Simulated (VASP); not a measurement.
# Fe (Fd-3m) in VASP: notebook

The runs below take Fe through single point, relaxation of cell and atoms, with PBEsol.

Everything below comes from runs of VASP 6.6.1. Logs are shortened: lines on timing, memory, paths and dates and some standing lists are left out, and cuts for length are marked.

**1. The cell of the first run**

Symmetry: Fd-3m, No. 227, cubic system. Conventional cell: a = 4.804 Å, b = 4.804 Å, c = 4.804 Å, α = 90.00°, β = 90.00°, γ = 90.00°. Within 2.8 Å of Fe (site symmetry -43m) lie 4 Fe at 2.08 Å.

**2. Single point, PBEsol**

The input, INCAR:

```
PREC     = Accurate       # precision mode
ENCUT    = 600            # plane-wave cutoff, eV
EDIFF    = 1E-6           # SCF threshold, eV
ISMEAR   = 0              # smearing method
SIGMA    = 0.1            # smearing width, eV
LREAL    = F              # projectors in reciprocal space
LASPH    = T              # aspherical terms in the spheres
NELM     = 120            # most SCF steps
ALGO     = Normal         # electronic algorithm
ISIF     = 2              # what is computed and relaxed
LWAVE    = F              # write WAVECAR
LCHARG   = F              # write CHGCAR
GGA      = PS             # functional
NBANDS   = 15             # bands
GGA_COMPAT= F
```

The input, KPOINTS:

```
Automatic mesh
0
Gamma
  20 20 20
```

The input, POSCAR:

```
Fe
1.0
    0.0000000000      2.4020674735      2.4020674735
    2.4020674735      0.0000000000      2.4020674735
    2.4020674735      2.4020674735      0.0000000000
Fe
2
Direct
    0.0000000000      0.0000000000      0.0000000000
    0.2500000000      0.2500000000      0.2500000000
```

Potentials or basis: VASP PAW PBE potentials, release 64 (Fe).

The run is started by

```
> cat potpaw_PBE.64/Fe/POTCAR > POTCAR
> mpirun -np 1 vasp_std > vasp.out
```

OUTCAR:

```text
PREC = Accurate
   ENCUT = 600
   EDIFF = 1E-6
   ISMEAR = 0
   LREAL = F
   LASPH = T
   NELM = 120
   ISIF = 2
   GGA = PS

 ion  position               nearest neighbor table
   1  0.000  0.000  0.000-   2 2.08   2 2.08   2 2.08   2 2.08
   2  0.250  0.250  0.250-   1 2.08   1 2.08   1 2.08   1 2.08

  LATTYP: Found a face centered cubic cell.
 ALAT       =     4.8041349470

  Lattice vectors:

 A1 = (   0.0000000000,   2.4020674735,   2.4020674735)
 A2 = (   2.4020674735,   0.0000000000,   2.4020674735)
 A3 = (   2.4020674735,   2.4020674735,   0.0000000000)

Analysis of symmetry for initial positions (statically):
=====================================================================
 Subroutine PRICEL returns:
 Original cell was already a primitive cell.

 Routine SETGRP: Setting up the symmetry group for a
 face centered cubic supercell.

 Subroutine GETGRP returns: Found 48 space group operations
 (whereof 24 operations were pure point group operations)
 out of a pool of 48 trial point group operations.

The static configuration has the point symmetry T_d .
 The point group associated with its full space group is O_h .

Analysis of symmetry for dynamics (positions and initial velocities):
=====================================================================
 Subroutine PRICEL returns:
 Original cell was already a primitive cell.

 Routine SETGRP: Setting up the symmetry group for a
 face centered cubic supercell.

 Subroutine GETGRP returns: Found 48 space group operations
 (whereof 24 operations were pure point group operations)
 out of a pool of 48 trial point group operations.

The dynamic configuration has the point symmetry T_d .
 The point group associated with its full space group is O_h .

 Subroutine INISYM returns: Found 48 space group operations
 (whereof 24 operations are pure point group operations),
 and found     1 'primitive' translations

----------------------------------------------------------------------------------------

                                     Primitive cell

  volume of cell :      27.7195

  direct lattice vectors                    reciprocal lattice vectors
     0.000000000  2.402067473  2.402067473    -0.208154020  0.208154020  0.208154020
     2.402067473  0.000000000  2.402067473     0.208154020 -0.208154020  0.208154020
     2.402067473  2.402067473  0.000000000     0.208154020  0.208154020 -0.208154020

  length of vectors
     3.397036399  3.397036399  3.397036399     0.360533338  0.360533338  0.360533338

  position of ions in fractional coordinates (direct lattice)
     0.000000000  0.000000000  0.000000000
     0.250000000  0.250000000  0.250000000

  ion indices of the primitive-cell ions
   primitive index   ion index
                 1           1
                 2           2

----------------------------------------------------------------------------------------

 KPOINTS: Automatic mesh

Automatic generation of k-mesh.
 Grid dimensions read from file:
 generate k-points for:   20   20   20

 Generating k-lattice:

  Cartesian coordinates                     Fractional coordinates (reciprocal lattice)
    -0.010407701  0.010407701  0.010407701     0.050000000  0.000000000  0.000000000
     0.010407701 -0.010407701  0.010407701     0.000000000  0.050000000  0.000000000
     0.010407701  0.010407701 -0.010407701     0.000000000  0.000000000  0.050000000

  Length of vectors
     0.018026667  0.018026667  0.018026667

  Shift w.r.t. Gamma in fractional coordinates (k-lattice)
     0.000000000  0.000000000  0.000000000

 Subroutine IBZKPT returns following result:
 ===========================================

 Found    256 irreducible k-points:

 Following reciprocal coordinates:
            Coordinates               Weight
  0.000000  0.000000  0.000000      1.000000
  0.050000  0.000000  0.000000      8.000000
  0.100000  0.000000  0.000000      8.000000
  0.150000  0.000000  0.000000      8.000000
  0.200000  0.000000  0.000000      8.000000
  0.250000  0.000000  0.000000      8.000000
[... 16 lines left out ...]
 -0.400000  0.050000  0.000000     24.000000
 -0.350000  0.050000  0.000000     24.000000
 [... further k-points ...]
   k-points           NKPTS =    256   k-points in BZ     NKDIM =    256   number of bands    NBANDS=     15
   number of dos      NEDOS =    301   number of ions     NIONS =      2
   total plane-waves  NPLWV =  21952
   dimension x,y,z NGX =    28 NGY =   28 NGZ =   28
   dimension x,y,z NGXF=    56 NGYF=   56 NGZF=   56
   ions per type =               2
   NGX,Y,Z   is equivalent  to a cutoff of  13.70, 13.70, 13.70 a.u.
   NGXF,Y,Z  is equivalent  to a cutoff of  27.41, 27.41, 27.41 a.u.
 SYSTEM =  unknown system
   PREC   = accura    normal or accurate (medium, high low for compatibility)
   ISTART =      0    job   : 0-new  1-cont  2-samecut
   ICHARG =      2    charge: 1-file 2-atom 10-const
   ISPIN  =      1    spin polarized calculation?
   LNONCOLLINEAR =      F non collinear calculations
   LSORBIT =      F    spin-orbit coupling
   LASPH  =      T    aspherical Exc in radial PAW
   ENCUT  =  600.0 eV  44.10 Ry    6.64 a.u.   6.78  6.78  6.78*2*pi/ulx,y,z
   NELM   =    120;   NELMIN=  2; NELMDL= -5     # of ELM steps
   EDIFF  = 0.1E-05   stopping-criterion for ELM
   LREAL  =      F    real-space projection
   EDIFFG = 0.1E-04   stopping-criterion for IOM
   NSW    =      0    number of steps for IOM
   IBRION =     -1    ionic relax: 0-MD 1-quasi-New 2-CG
   NFREE  =      0    steps in history (QN), initial steepest desc. (CG)
   ISIF   =      2    stress and relaxation
   ISYM   =      2    0-nonsym 1-usesym 2-fastsym
   POTIM  = 0.5000    time-step for ionic-motion
   TEBEG  =    0.0;   TEEND  =   0.0 temperature during run
   PSTRESS=    0.0 pullay stress
   NELECT =      16.0000    total number of electrons
   NUPDOWN=      -1.0000    fix difference up-down
   EMIN   =  10.00;   EMAX   =-10.00  energy-range for DOS
   EFERMI =   0.00;   METHOD = LEGACY
   ISMEAR =     0;   SIGMA  =   0.10  broadening in eV -4-tet -1-fermi 0-gaus
   EFERMI_NEDOS =   21; number of points for ismear=-14 and -15
   IALGO  =     38    algorithm
   IMIX   =      4    mixing-type and parameters
     AMIX     =   0.40;   BMIX     =  1.00
     AMIX_MAG =   1.60;   BMIX_MAG =  1.00
  volume/ion in A,a.u.               =      13.86        93.53
  Fermi-wavevector in a.u.,A,eV,Ry     =   1.363075  2.575837 25.279249  1.857972
  Thomas-Fermi vector in A             =   2.489509
   LORBIT       =      0    0 simple, 1 ext, 2 COOP (PROOUT), +10 PAW based schemes
   GGA     = PS    functional components
   LHFCALC =     F    Hartree Fock is set to
   AEXX    =    0.0000 exact exchange contribution
   IVDW    =     0    specifies the selected vdW correction
   LEPSILON=     F    determine dielectric tensor
   LRPA    =     F    only Hartree local field effects (RPA)
 non-spin polarized calculation
 Gauss-broadening in eV      SIGMA  =   0.10
  energy-cutoff  :      600.00
  volume of cell :       27.72
 maximum number of plane-waves:       944
   NGX = 13   NGY = 13   NGZ = 13

 number of electron      16.0000005 magnetization

 Free energy of the ion-electron system (eV)
  ---------------------------------------------------
  ext. energy  EPLUGINS =         0.00000000
  ---------------------------------------------------
  free energy    TOTEN  =       -15.31623961 eV

  energy without entropy =      -15.30450626  energy(sigma->0) =      -15.31037294

 E-fermi :   3.7875     XC(G=0): -11.9100

 val. band max:        3.7841548161   @ k =   0.5000   0.2000   0.0500
 cond. band min:       3.7928423277   @ k =   0.3000   0.2000   0.0000
 fundamental gap:      0.0086875115
 Fermi energy:         3.7874605883

 k-point     1 :       0.0000    0.0000    0.0000
  band No.  band energies     occupation
      1      -3.0998      2.00000
      2       0.8785      2.00000
      3       0.8785      2.00000
      4       1.2308      2.00000
      5       1.2308      2.00000
      6       1.2308      2.00000
      7       3.3742      2.00000
      8       3.3742      2.00000
      9       3.3742      2.00000
     10       5.1139      0.00000
     11       5.1139      0.00000
     12      18.4887      0.00000
     13      18.4887      0.00000
     14      18.4887      0.00000
     15      18.7367      0.00000

 k-point     2 :       0.0500    0.0000    0.0000
  band No.  band energies     occupation
      1      -3.0463      2.00000
      2       0.8430      2.00000
      3       0.8430      2.00000
      4       1.2337      2.00000
      5       1.2814      2.00000
      6       1.2814      2.00000
      7       3.3438      2.00000
      8       3.3693      2.00000
      9       3.3693      2.00000
     10       5.1137      0.00000
     11       5.1137      0.00000
     12      17.0655      0.00000
     13      17.9595      0.00000
     14      17.9595      0.00000
     15      19.2024      0.00000

 k-point     3 :       0.1000    0.0000    0.0000
  band No.  band energies     occupation
      1      -2.8871      2.00000
      2       0.7766      2.00000
      3       0.7766      2.00000
      4       1.2438      2.00000
      5       1.3888      2.00000
      6       1.3888      2.00000
      7       3.2542      2.00000
      8       3.3591      2.00000
      9       3.3591      2.00000
     10       5.1122      0.00000
     11       5.1122      0.00000
     12      15.4543      0.00000
     13      17.3801      0.00000
     14      17.3801      0.00000
     15      18.8684      0.00000
[... 343 lines left out ...]
 k-point    23 :      -0.4000    0.0500    0.0000
  band No.  band energies     occupation
      1      -0.1132      2.00000
      2       0.7912      2.00000
      3       0.9387      2.00000
      4       1.1630      2.00000
      5       1.3850      2.00000
      6       1.4866      2.00000
      7       2.4994      2.00000
      8       3.7492      1.41175
      9       3.9860      0.00499
     10       4.8110      0.00000
     11       4.9927      0.00000
     12       7.1365      0.00000
     13      14.3178      0.00000
     14      15.1458      0.00000
     15      16.6404      0.00000

 k-point    24 :      -0.3500    0.0500    0.0000
  band No.  band energies     occupation
      1      -0.6122      2.00000
      2       0.6951      2.00000
      3       0.8913      2.00000
      4       1.3072      2.00000
      5       1.4796      2.00000
      6       1.6040      2.00000
      7       2.4009      2.00000
      8       3.5951      1.99349
      9       3.8811      0.18546
     10       4.8446      0.00000
     11       5.0644      0.00000
     12       8.0730      0.00000
     13      14.3659      0.00000
     14      15.5528      0.00000
     15      16.8421      0.00000

 [... further k-points ...]

------------------------ aborting loop because EDIFF is reached ----------------------------------------

  FORCE on cell =-STRESS in cart. coord.  units (eV):
  Direction    XX          YY          ZZ          XY          YZ          ZX
  --------------------------------------------------------------------------------------
  -------------------------------------------------------------------------------------
  Total       -0.3042267     -0.3042267     -0.3042267     -0.0000000      0.0000000      0.0000000
  in kB      -17.5841865    -17.5841865    -17.5841865     -0.0000000      0.0000000      0.0000000
  external PRESSURE =     -17.5841865 kB  Pullay stress =       0.0000000 kB

 VOLUME and BASIS-vectors are now :
 -----------------------------------------------------------------------------
  energy-cutoff  :      600.00
  volume of cell :       27.72
      direct lattice vectors                 reciprocal lattice vectors
     0.000000000  2.402067473  2.402067473    -0.208154020  0.208154020  0.208154020
     2.402067473  0.000000000  2.402067473     0.208154020 -0.208154020  0.208154020
     2.402067473  2.402067473  0.000000000     0.208154020  0.208154020 -0.208154020

 POSITION                                       TOTAL-FORCE (eV/Angst)
 -----------------------------------------------------------------------------------
      0.00000      0.00000      0.00000        -0.000000     -0.000000     -0.000000
      1.20103      1.20103      1.20103         0.000000      0.000000      0.000000
 -----------------------------------------------------------------------------------
    total drift:                                0.000000      0.000000      0.000000

  FREE ENERGIE OF THE ION-ELECTRON SYSTEM (eV)
  ---------------------------------------------------
  free  energy   TOTEN  =       -15.3162396136 eV

  energy  without entropy=      -15.3045062647  energy(sigma->0) =      -15.31037294
```

It took 54 s on 1 thread of Intel Xeon Platinum 8559C (Emerald Rapids), shared host; peak memory 0.24 GiB.

Results:

* Free energy: -15.3162 eV
* Pressure: -1.8 GPa
* Band gap on the k mesh: zero (band 8 reaches 4.14 eV, above the bottom of band 9 at 3.36 eV)

Caveat: the PAW data sets were made with another functional, which shifts forces and pressure a little; the run has no spin polarisation, though such a crystal can be magnetic. Spin polarisation is off, so any magnetic state and its effect on volume and gap are missing.

**3. Relaxation of cell and atoms, PBEsol**

The input, INCAR:

```
SYSTEM = Fe
ALGO     = Normal         ! electronic algorithm
EDIFF    = 1E-7           ! SCF threshold, eV
EDIFFG   = -0.01          ! ionic threshold
ENCUT    = 600            ! plane-wave cutoff, eV
GGA      = PS             ! functional
GGA_COMPAT= .FALSE.      
IBRION   = 2              ! ionic algorithm
ISIF     = 3              ! what is computed and relaxed
ISMEAR   = 0              ! smearing method
LASPH    = .TRUE.         ! aspherical terms in the spheres
LCHARG   = .FALSE.        ! write CHGCAR
LREAL    = .FALSE.        ! projectors in reciprocal space
LWAVE    = .FALSE.        ! write WAVECAR
NELM     = 120            ! most SCF steps
NELMIN   = 4            
NSW      = 100            ! ionic steps
PREC     = Accurate       ! precision mode
SIGMA    = 0.1            ! smearing width, eV
```

The input, KPOINTS:

```
k-points
0
G
  20 20 20
  0 0 0
```

The input, POSCAR:

```
Fe
1.0
    0.0000000000      2.4017191494      2.4017191494
    2.4017191494      0.0000000000      2.4017191494
    2.4017191494      2.4017191494      0.0000000000
Fe
2
Direct
    0.0000000000      0.0000000000      0.0000000000
    0.2500000000      0.2500000000      0.2500000000
```

Potentials or basis: VASP PAW PBE potentials, release 64 (Fe).

The run is started by

```
> cat potpaw_PBE.64/Fe/POTCAR > POTCAR
> mpirun -np 1 vasp_std > vasp.out
```

Wall time 1.7 min (1 thread of Intel Xeon Platinum 8559C (Emerald Rapids), shared host); peak memory 0.24 GiB.

Results (log left out):

```
Free energy                            : -15.3178 eV
Relaxed volume                         : 13.71 Å³/atom
Relaxed cell                           : a = 3.385 Å, b = 3.385 Å, c = 3.385 Å, α = 60.00°, β = 60.00°, γ = 60.00°
Space group after relaxing (to 0.05 Å) : Fd-3m (No. 227)
Energy gained by relaxing              : 0.7 meV/atom
Ionic steps                            : 3
Pressure after relaxing                : 0.0 GPa
Band gap on the k mesh                 : zero (band 8 reaches 4.24 eV, above the bottom of band 9 at 3.44 eV)
```

The path:
```csv
step,energy change (eV),largest force (eV/Å),pressure (GPa),volume (Å³)
1,0.0000,0.0000,-1.69,27.71
2,0.0003,0.0000,1.96,27.13
3,-0.0015,0.0000,0.01,27.43
```

Final structure:
```
CELL_PARAMETERS angstrom
0.00000 2.39363 2.39363
2.39363 0.00000 2.39363
2.39363 2.39363 0.00000
ATOMIC_POSITIONS crystal
Fe 0.00000 0.00000 0.00000
Fe 0.25000 0.25000 0.25000
```

Levels at points of the mesh, in eV from the Fermi level:
```tsv
k point	band 6	band 7	band 8	band 9	band 10	band 11
(0.00, 0.00, 0.00)	-2.59	-0.42	-0.42	-0.42	1.35	1.35
(0.50, 0.00, 0.00)	-2.62	-1.13	0.20	0.20	1.07	1.07
(0.50, 0.50, 0.00)	-1.39	-0.78	-0.78	1.29	1.29	2.89
```

Caveat: the PAW data sets were made with another functional, which shifts forces and pressure a little; the run has no spin polarisation, though such a crystal can be magnetic. Spin polarisation is off, so any magnetic state and its effect on volume and gap are missing.
